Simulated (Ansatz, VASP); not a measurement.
# Two plane-wave programs on NaOs2

INCAR

```
SYSTEM = NaOs2
  PREC = Accurate
  ENCUT = 600
  EDIFF = 1E-6
  ISMEAR = 0
  SIGMA = 0.2
  LREAL = .FALSE.
  LASPH = .TRUE.
  NELM = 60
  ALGO = Fast
  ISIF = 3
  LWAVE = .FALSE.
  LCHARG = .FALSE.
  GGA = PE
  IBRION = 2
  NSW = 80
  EDIFFG = -0.025
```

KPOINTS

```
Automatic mesh
0
G
  8 4 4
  0 0 0
```

Contents of POSCAR:

```
NaOs2
1.0
    1.3491790036     -2.3295856798     -0.0389794070
   -4.1451901853     -2.3859657664     -0.0132018435
    0.0353913289     -0.1031585894     -7.5696348786
Na Os
2 4
Direct
    0.9471924863      1.0025444893      0.9910488727
    0.5319672601      0.4740099991      0.9978991684
    0.5325381116      0.8402082904      0.3638496429
    0.9926885701      0.3493113319      0.3686304756
    1.0212348836      0.6511199836      0.6417018680
    0.4743786883      0.1828059057      0.6368699724
```

Input for Ansatz:

```yaml
crystal:
  lattice:
    - [1.3491790036, -2.3295856798, -0.038979407]
    - [-4.1451901853, -2.3859657664, -0.0132018435]
    - [0.0353913289, -0.1031585894, -7.5696348786]
  atoms:
    - { symbol: Na, position: [0.9471924863, 1.0025444893, 0.9910488727] }
    - { symbol: Na, position: [0.5319672601, 0.4740099991, 0.9978991684] }
    - { symbol: Os, position: [0.5325381116, 0.8402082904, 0.3638496429] }
    - { symbol: Os, position: [0.9926885701, 0.3493113319, 0.3686304756] }
    - { symbol: Os, position: [1.0212348836, 0.6511199836, 0.641701868] }
    - { symbol: Os, position: [0.4743786883, 0.1828059057, 0.6368699724] }
basis:
  ecutwfc: 420
kpoints:
  mp_grid: { grid: [8, 4, 4] }
hamiltonian:
  xc: pbe
scf:
  occupations: { method: gaussian, width: 0.2 }
  lower_state_search: "off"
output:
  forces: true
  stress: true
  eigenvalues: true
relax:
  adjacent_minimum: "off"
  f_tol: 0.025
  max_steps: 60
  cell: { stress_tol: 0.25 }
```

Change from the starting cell: cell x2, atoms moved at random (sigma 0.1 Å) and cell strained at random (1.5 %), then relaxed without symmetry.

Alike in both runs: task relaxation of cell and atoms; functional PBE; k mesh 8 × 4 × 4; occupations gaussian, width 0.2 eV; no spin polarisation.

|  | VASP | Ansatz |
| --- | --- | --- |
| version | VASP 6.6.1 | Ansatz 0.2.0 |
| potentials or method | VASP PAW PBE potentials, release 64 (Na_pv, Os), cutoff 600 eV | scalar-relativistic, plane waves, PAW |
| valence electrons in the cell | 46 | 82 |

Ansatz gave:

```
gap on the k mesh at the Fermi level, each at its own relaxed structure (eV) : none
relaxed volume (Å³/atom)                                                     : 16.63
relaxed length of the cell vector where the two differ most in proportion (Å)              : 7.583
```

Question: Which values does VASP return?

Answer: gap on the k mesh at the Fermi level, each at its own relaxed structure (eV): none; relaxed volume (Å³/atom): 16.62; relaxed length of the cell vector where the two differ most in proportion (Å): 7.580.

A gap of «none» marks a metal or a gap that the smearing closes. VASP's potentials hold 46 valence electrons a cell and Ansatz's 82, so a difference there can come from the potentials and not from the codes.

Spin-orbit coupling is off throughout.
